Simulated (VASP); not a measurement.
# SiC (kn) (Pmma) in VASP: single point with PBEsol

Aim: the single point of SiC (kn) with PBEsol.

Program: VASP 6.6.1. These are calculated values, not measurements. Logs are shortened: lines on timing, memory, paths and dates and some standing lists are left out, and cuts for length are marked.

## (1) The cell of the first run

The structure is orthorhombic, space group Pmma (No. 51). The conventional cell has a = 2.593 Å, b = 3.422 Å, c = 4.758 Å, α = 90.00°, β = 90.00°, γ = 90.00°. Within 2.1 Å of C (site symmetry mm2) lie 2 C at 1.56 Å and 2 Si at 1.95 Å. Within 2.6 Å of Si (site symmetry mm2) lie 2 C at 1.95 Å and 4 Si at 2.41 to 2.59 Å.

## (2) Single point, PBEsol

Contents of INCAR:

```
SYSTEM = SiC
ALGO = Normal ; EDIFF = 1E-6
ENCUT = 600 ; GGA = PS
GGA_COMPAT = .False. ; ISIF = 2
ISMEAR = 0 ; LASPH = .True.
LCHARG = .False. ; LREAL = .False.
LWAVE = .False. ; NBANDS = 16
NELM = 120 ; PREC = Accurate
SIGMA = 0.1
```

Contents of KPOINTS:

```
k-points
0
Gamma
  6 8 4
  0 0 0
```

Contents of POSCAR:

```
SiC
1.0
    0.0000000000     -2.4198661719     -2.4198661719
    0.0000000000      1.8332835198     -1.8332835198
    4.7579190318      0.0000000000      0.0000000000
C Si
2 2
Direct
    0.5000000000      0.5000000000      0.4656113175
    0.5000000000      0.0000000000      0.2843886825
    0.0000000000      0.0000000000      0.0881053771
    0.0000000000      0.5000000000      0.6618946229
```

Potentials or basis: VASP PAW PBE potentials, release 64 (C, Si).

The run is started by

```console
cat potpaw_PBE.64/C/POTCAR potpaw_PBE.64/Si/POTCAR > POTCAR
mpirun -np 1 vasp_std > vasp.out
```

OUTCAR:

```text
SYSTEM = SiC
   EDIFF = 1E-6
   ENCUT = 600
   GGA = PS
   ISIF = 2
   ISMEAR = 0
   LASPH = .True.
   LREAL = .False.
   NELM = 120
   PREC = Accurate

 ion  position               nearest neighbor table
   1  0.500  0.500  0.466-   2 1.56   2 1.56   4 1.95   4 1.95
   2  0.500  0.000  0.284-   1 1.56   1 1.56   3 1.95   3 1.95
   3  0.000  0.000  0.088-   2 1.95   2 1.95   4 2.41   4 2.41   4 3.02   4 3.02
   4  0.000  0.500  0.662-   1 1.95   1 1.95   3 2.41   3 2.41   3 3.02   3 3.02

  LATTYP: Found a simple orthorhombic cell.
 ALAT       =     2.5926544174
 B/A-ratio  =     1.3199628676
 C/A-ratio  =     1.8351535785

  Lattice vectors:

 A1 = (   0.0000000000,  -1.8332835198,   1.8332835198)
 A2 = (   0.0000000000,  -2.4198661719,  -2.4198661719)
 A3 = (   4.7579190318,   0.0000000000,   0.0000000000)

Analysis of symmetry for initial positions (statically):
=====================================================================
 Subroutine PRICEL returns:
 Original cell was already a primitive cell.

 Routine SETGRP: Setting up the symmetry group for a
 simple orthorhombic supercell.

 Subroutine GETGRP returns: Found  8 space group operations
 (whereof  4 operations were pure point group operations)
 out of a pool of  8 trial point group operations.

The static configuration has the point symmetry C_2v.
 The point group associated with its full space group is D_2h.

Analysis of symmetry for dynamics (positions and initial velocities):
=====================================================================
 Subroutine PRICEL returns:
 Original cell was already a primitive cell.

 Routine SETGRP: Setting up the symmetry group for a
 simple orthorhombic supercell.

 Subroutine GETGRP returns: Found  8 space group operations
 (whereof  4 operations were pure point group operations)
 out of a pool of  8 trial point group operations.

The dynamic configuration has the point symmetry C_2v.
 The point group associated with its full space group is D_2h.

 Subroutine INISYM returns: Found  8 space group operations
 (whereof  4 operations are pure point group operations),
 and found     1 'primitive' translations

----------------------------------------------------------------------------------------

                                     Primitive cell

  volume of cell :      42.2151

  direct lattice vectors                    reciprocal lattice vectors
     0.000000000 -2.419866172 -2.419866172     0.000000000 -0.206622997 -0.206622997
     0.000000000  1.833283520 -1.833283520     0.000000000  0.272734683 -0.272734683
     4.757919032  0.000000000  0.000000000     0.210175918  0.000000000  0.000000000

  length of vectors
     3.422207559  2.592654417  4.757919032     0.292209044  0.385705088  0.210175918

  position of ions in fractional coordinates (direct lattice)
     0.500000000  0.500000000  0.465611317
     0.500000000  0.000000000  0.284388683
     0.000000000  0.000000000  0.088105377
     0.000000000  0.500000000  0.661894623

  ion indices of the primitive-cell ions
   primitive index   ion index
                 1           1
                 2           2
                 3           3
                 4           4

----------------------------------------------------------------------------------------

 KPOINTS: k-points

Automatic generation of k-mesh.
 Grid dimensions read from file:
 generate k-points for:    6    8    4

 Generating k-lattice:

  Cartesian coordinates                     Fractional coordinates (reciprocal lattice)
     0.000000000 -0.034437166 -0.034437166     0.166666667  0.000000000  0.000000000
     0.000000000  0.034091835 -0.034091835     0.000000000  0.125000000  0.000000000
     0.052543979  0.000000000  0.000000000     0.000000000  0.000000000  0.250000000

  Length of vectors
     0.048701507  0.048213136  0.052543979

  Shift w.r.t. Gamma in fractional coordinates (k-lattice)
     0.000000000  0.000000000  0.000000000

 Subroutine IBZKPT returns following result:
 ===========================================

 Found     60 irreducible k-points:

 Following reciprocal coordinates:
            Coordinates               Weight
  0.000000  0.000000  0.000000      1.000000
  0.166667  0.000000  0.000000      2.000000
  0.333333  0.000000  0.000000      2.000000
  0.500000  0.000000  0.000000      1.000000
  0.000000  0.125000  0.000000      2.000000
  0.166667  0.125000  0.000000      4.000000
[... 16 lines left out ...]
  0.333333  0.000000  0.250000      4.000000
  0.500000  0.000000  0.250000      2.000000
 [... further k-points ...]
   k-points           NKPTS =     60   k-points in BZ     NKDIM =     60   number of bands    NBANDS=     16
   number of dos      NEDOS =    301   number of ions     NIONS =      4
   total plane-waves  NPLWV =  26880
   dimension x,y,z NGX =    28 NGY =   24 NGZ =   40
   dimension x,y,z NGXF=    56 NGYF=   48 NGZF=   80
   ions per type =               2   2
   NGX,Y,Z   is equivalent  to a cutoff of  13.60, 15.39, 13.98 a.u.
   NGXF,Y,Z  is equivalent  to a cutoff of  27.20, 30.78, 27.95 a.u.
 SYSTEM =  SiC
   PREC   = accura    normal or accurate (medium, high low for compatibility)
   ISTART =      0    job   : 0-new  1-cont  2-samecut
   ICHARG =      2    charge: 1-file 2-atom 10-const
   ISPIN  =      1    spin polarized calculation?
   LNONCOLLINEAR =      F non collinear calculations
   LSORBIT =      F    spin-orbit coupling
   LASPH  =      T    aspherical Exc in radial PAW
   ENCUT  =  600.0 eV  44.10 Ry    6.64 a.u.   6.83  5.18  9.50*2*pi/ulx,y,z
   NELM   =    120;   NELMIN=  2; NELMDL= -5     # of ELM steps
   EDIFF  = 0.1E-05   stopping-criterion for ELM
   LREAL  =      F    real-space projection
   EDIFFG = 0.1E-04   stopping-criterion for IOM
   NSW    =      0    number of steps for IOM
   IBRION =     -1    ionic relax: 0-MD 1-quasi-New 2-CG
   NFREE  =      0    steps in history (QN), initial steepest desc. (CG)
   ISIF   =      2    stress and relaxation
   ISYM   =      2    0-nonsym 1-usesym 2-fastsym
   POTIM  = 0.5000    time-step for ionic-motion
   TEBEG  =    0.0;   TEEND  =   0.0 temperature during run
   PSTRESS=    0.0 pullay stress
   NELECT =      16.0000    total number of electrons
   NUPDOWN=      -1.0000    fix difference up-down
   EMIN   =  10.00;   EMAX   =-10.00  energy-range for DOS
   EFERMI =   0.00;   METHOD = LEGACY
   ISMEAR =     0;   SIGMA  =   0.10  broadening in eV -4-tet -1-fermi 0-gaus
   EFERMI_NEDOS =   21; number of points for ismear=-14 and -15
   IALGO  =     38    algorithm
   IMIX   =      4    mixing-type and parameters
     AMIX     =   0.40;   BMIX     =  1.00
     AMIX_MAG =   1.60;   BMIX_MAG =  1.00
  volume/ion in A,a.u.               =      10.55        71.22
  Fermi-wavevector in a.u.,A,eV,Ry     =   1.184747  2.238847 19.097472  1.403625
  Thomas-Fermi vector in A             =   2.320955
   LORBIT       =      0    0 simple, 1 ext, 2 COOP (PROOUT), +10 PAW based schemes
   GGA     = PS    functional components
   LHFCALC =     F    Hartree Fock is set to
   AEXX    =    0.0000 exact exchange contribution
   IVDW    =     0    specifies the selected vdW correction
   LEPSILON=     F    determine dielectric tensor
   LRPA    =     F    only Hartree local field effects (RPA)
 non-spin polarized calculation
 Gauss-broadening in eV      SIGMA  =   0.10
  energy-cutoff  :      600.00
  volume of cell :       42.22
 maximum number of plane-waves:      1432
 NGX is ok and might be reduce to    28
   NGX = 13   NGY = 11   NGZ = 19

 number of electron      16.0000000 magnetization

 Free energy of the ion-electron system (eV)
  ---------------------------------------------------
  ext. energy  EPLUGINS =         0.00000000
  ---------------------------------------------------
  free energy    TOTEN  =       -28.90622466 eV

  energy without entropy =      -28.90182929  energy(sigma->0) =      -28.90402697

 E-fermi :  10.1521     XC(G=0): -11.4988

 val. band max:       10.1429795801   @ k =   0.5000   0.0000   0.5000
 cond. band min:      10.1732391176   @ k =   0.0000   0.5000   0.5000
 fundamental gap:      0.0302595375
 Fermi energy:        10.1520845695

 k-point     1 :       0.0000    0.0000    0.0000
  band No.  band energies     occupation
      1      -8.6944      2.00000
      2      -1.5570      2.00000
      3      -1.3944      2.00000
      4       1.9659      2.00000
      5       5.1190      2.00000
      6       6.6066      2.00000
[... 8 lines left out ...]
     15      18.8240      0.00000
     16      20.2044      0.00000

 k-point     2 :       0.1667    0.0000    0.0000
  band No.  band energies     occupation
      1      -8.4653      2.00000
      2      -1.9127      2.00000
      3      -1.1090      2.00000
      4       1.2633      2.00000
      5       5.1724      2.00000
      6       6.1442      2.00000
[... 8 lines left out ...]
     15      19.5911      0.00000
     16      19.8969      0.00000

 k-point     3 :       0.3333    0.0000    0.0000
  band No.  band energies     occupation
      1      -7.8793      2.00000
      2      -3.1112      2.00000
      3      -0.3093      2.00000
      4       1.2688      2.00000
      5       3.8292      2.00000
      6       5.0570      2.00000
[... 8 lines left out ...]
     15      19.9122      0.00000
     16      20.1333      0.00000

 k-point     4 :       0.5000    0.0000    0.0000
  band No.  band energies     occupation
      1      -7.4606      2.00000
      2      -3.8812      2.00000
      3       0.4359      2.00000
      4       1.7644      2.00000
      5       2.5574      2.00000
      6       3.9436      2.00000
[... 8 lines left out ...]
     15      20.4018      0.00000
     16      20.8156      0.00000
[... 324 lines left out ...]
 k-point    22 :       0.1667    0.0000    0.2500
  band No.  band energies     occupation
      1      -8.3533      2.00000
      2      -3.0945      2.00000
      3      -0.2074      2.00000
      4       2.0625      2.00000
      5       4.8977      2.00000
      6       5.1832      2.00000
[... 8 lines left out ...]
     15      18.9748      0.00000
     16      19.8583      0.00000

 k-point    23 :       0.3333    0.0000    0.2500
  band No.  band energies     occupation
      1      -7.8004      2.00000
      2      -2.9904      2.00000
      3      -1.2887      2.00000
      4       1.3241      2.00000
      5       4.2136      2.00000
      6       5.2911      2.00000
[... 8 lines left out ...]
     15      20.0513      0.00000
     16      20.1581      0.00000

 k-point    24 :       0.5000    0.0000    0.2500
  band No.  band energies     occupation
      1      -7.4194      2.00000
      2      -3.5099      2.00000
      3      -0.4042      2.00000
      4      -0.1614      2.00000
      5       5.2026      2.00000
      6       5.2568      2.00000
[... 8 lines left out ...]
     15      19.4300      0.00000
     16      20.4857      0.00000

 [... further k-points ...]
[... 5 lines left out ...]
  --------------------------------------------------------------------------------------
  -------------------------------------------------------------------------------------
  Total        0.3142525      0.0332710      0.0332710      0.0000000      0.6684544      0.0000000
  in kB       11.9267293      1.2627221      1.2627221      0.0000000     25.3696416      0.0000000
  external PRESSURE =       4.8173911 kB  Pullay stress =       0.0000000 kB

 VOLUME and BASIS-vectors are now :
 -----------------------------------------------------------------------------
  energy-cutoff  :      600.00
  volume of cell :       42.22
      direct lattice vectors                 reciprocal lattice vectors
     0.000000000 -2.419866172 -2.419866172     0.000000000 -0.206622997 -0.206622997
     0.000000000  1.833283520 -1.833283520     0.000000000  0.272734683 -0.272734683
     4.757919032  0.000000000  0.000000000     0.210175918  0.000000000  0.000000000

 POSITION                                       TOTAL-FORCE (eV/Angst)
 -----------------------------------------------------------------------------------
      2.21534     -0.29329     -2.12657         0.027991      0.000000     -0.000000
      1.35310     -1.20993     -1.20993        -0.027991     -0.000000      0.000000
      0.41920      0.00000      0.00000         0.147697     -0.000000      0.000000
      3.14924      0.91664     -0.91664        -0.147697      0.000000      0.000000
 -----------------------------------------------------------------------------------
    total drift:                               -0.000000      0.000000     -0.000000

  FREE ENERGIE OF THE ION-ELECTRON SYSTEM (eV)
  ---------------------------------------------------
  free  energy   TOTEN  =       -28.9062246588 eV

  energy  without entropy=      -28.9018292881  energy(sigma->0) =      -28.90402697
```

Wall time 32 s (1 thread of Intel Xeon 6975P-C, shared host); peak memory 0.19 GiB.

What came out:

```yaml
Free_energy: -28.9062 eV
Pressure: 0.5 GPa
Largest_force: 0.148 eV/Å
Band_gap_on_the_k_mesh: zero (band 8 reaches 13.19 eV, above the bottom of band 9 at 8.56 eV)
```

Forces on the atoms (eV/Å):
```
C    0.028  0.000  0.000
C   -0.028  0.000  0.000
Si   0.148  0.000  0.000
Si  -0.148  0.000  0.000
```

Caveat: the PAW data sets were made with another functional, which shifts forces and pressure a little.
